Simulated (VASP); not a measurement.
Wanted: the native input for a VASP 6.6.1 run.

- Task: single point
- Functional: r2SCAN
- Potentials or basis: VASP PAW PBE potentials, release 64 (Ti_sv, N)
- Cutoff: 520 eV
- k mesh: 17 × 17 × 17
- Occupations: fermi-dirac, width 0.1 eV
- Spin: no spin polarisation
- Dipole correction: no
- Further INCAR settings: ALGO = Normal; EDIFF = 1e-06; NBANDS = 16

The system is TiN (rocksalt type).

```xyz
2
Lattice="0.0000 1.8970 1.8970 1.8970 0.0000 1.8970 1.8970 1.8970 0.0000" Properties=species:S:1:pos:R:3 pbc="T T T"
Ti    0.0000    0.0000    0.0000
N     1.8970    1.8970    1.8970
```

This cell differs from its parent crystal: volume scaled by 0.72.

The input as run:

POSCAR

```
TiN
1.0
    0.0000000000      1.8970414341      1.8970414341
    1.8970414341      0.0000000000      1.8970414341
    1.8970414341      1.8970414341      0.0000000000
Ti N
1 1
Direct
    0.0000000000      0.0000000000      0.0000000000
    0.5000000000      0.5000000000      0.5000000000
```

INCAR.step1

```
ALGO = Normal
EDIFF = 1E-4
ENCUT = 520
GGA = PE
ISMEAR = -1
LASPH = T
LCHARG = F
LREAL = F
LWAVE = T
NBANDS = 16
NELM = 80
PREC = Accurate
SIGMA = 0.1
```

INCAR.step2

```
ALGO = Normal
EDIFF = 1E-6
ENCUT = 520
ISIF = 2
ISMEAR = -1
ISTART = 1
LASPH = T
LCHARG = F
LMIXTAU = T
LREAL = F
LWAVE = F
METAGGA = R2SCAN
NBANDS = 16
NELM = 80
PREC = Accurate
SIGMA = 0.1
```

KPOINTS

```
k-points
0
Gamma
  17 17 17
```

Potentials or basis: VASP PAW PBE potentials, release 64 (Ti_sv, N).

The run is started by

```sh
$ cat potpaw_PBE.64/Ti_sv/POTCAR potpaw_PBE.64/N/POTCAR > POTCAR
$ cp INCAR.step1 INCAR
$ mpirun -np 1 vasp_std > vasp.out
$ cp INCAR.step2 INCAR
$ mpirun -np 1 vasp_std > vasp.out
```

Results of the run:

```
Pressure : 195.0 GPa
```

Caveat: the PAW data sets were made with another functional, which shifts forces and pressure a little.

Run time: 2.8 min on 1 thread of Intel(R) Xeon(R) Platinum 8259CL CPU @ 2.50GHz (Skylake/Cascade Lake), with other jobs on the host, peak memory 0.16 GiB.
